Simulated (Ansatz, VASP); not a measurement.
**SiC: VASP beside Ansatz**

INCAR

```
PREC = Accurate ; ENCUT = 520
EDIFF = 1E-6 ; ISMEAR = 0
SIGMA = 0.05 ; LREAL = F
LASPH = T ; NELM = 60
ALGO = Normal ; ISIF = 2
LWAVE = F ; LCHARG = F
GGA = PE ; NBANDS = 26
```

File KPOINTS:

```
Automatic mesh
0
Gamma
  10 10 3
```

File POSCAR:

```
SiC
1.0
   -3.0759982064      0.0000000000      0.0000000000
   -1.5379991032     -2.6638925888      0.0000000000
    0.0000000000      0.0000000000     10.0960000000
Si C
4 4
Direct
    0.3333333333      0.3333333333      0.0000000000
    0.3333333333      0.3333333333      0.5000000000
    0.6666666667      0.6666666667      0.2500000000
    0.6666666667      0.6666666667      0.7500000000
    0.3333333333      0.3333333333      0.1925000000
    0.3333333333      0.3333333333      0.6925000000
    0.6666666667      0.6666666667      0.4425000000
    0.6666666667      0.6666666667      0.9425000000
```

Input for Ansatz:

```yaml
crystal:
  lattice:
    - [-3.0759982064, 0.0, 0.0]
    - [-1.5379991032, -2.6638925888, 0.0]
    - [0.0, 0.0, 10.096]
  atoms:
    - { symbol: Si, position: [0.3333333333, 0.3333333333, 0.0] }
    - { symbol: Si, position: [0.3333333333, 0.3333333333, 0.5] }
    - { symbol: Si, position: [0.6666666667, 0.6666666667, 0.25] }
    - { symbol: Si, position: [0.6666666667, 0.6666666667, 0.75] }
    - { symbol: C, position: [0.3333333333, 0.3333333333, 0.1925] }
    - { symbol: C, position: [0.3333333333, 0.3333333333, 0.6925] }
    - { symbol: C, position: [0.6666666667, 0.6666666667, 0.4425] }
    - { symbol: C, position: [0.6666666667, 0.6666666667, 0.9425] }
basis:
  ecutwfc: 420
kpoints:
  mp_grid: { grid: [10, 10, 3] }
hamiltonian:
  xc: pbe
scf:
  occupations: { method: gaussian, width: 0.05 }
output:
  forces: true
  stress: true
  eigenvalues: true
```

Alike in both runs: task single point; functional PBE; k mesh 10 × 10 × 3; occupations gaussian, width 0.05 eV; no spin polarisation.

```csv
,VASP,Ansatz
version,VASP 6.6.1,Ansatz 0.2.0
potentials or method,"VASP PAW PBE potentials, release 64 (Si, C), cutoff 520 eV","scalar-relativistic, plane waves, PAW"
valence electrons in the cell,32,32
```

VASP gave:

- gap on the k mesh at the Fermi level (eV): 2.48
- least direct gap on the mesh (eV): 4.08
- pressure (GPa): 3.6
- traceless stress, the component that is largest in VASP (GPa): -3.23
- rms of the force components (eV/Å): 0.434

Estimate Ansatz's values.

gap on the k mesh at the Fermi level (eV): 2.48; least direct gap on the mesh (eV): 4.08; pressure (GPa): 3.7; traceless stress, the component that is largest in VASP (GPa): -3.24; rms of the force components (eV/Å): 0.434.

Atom by atom the forces differ by 0.000 eV/Å (rms over components). With one functional, cell and mesh, what is left measures potentials, basis and numerics.
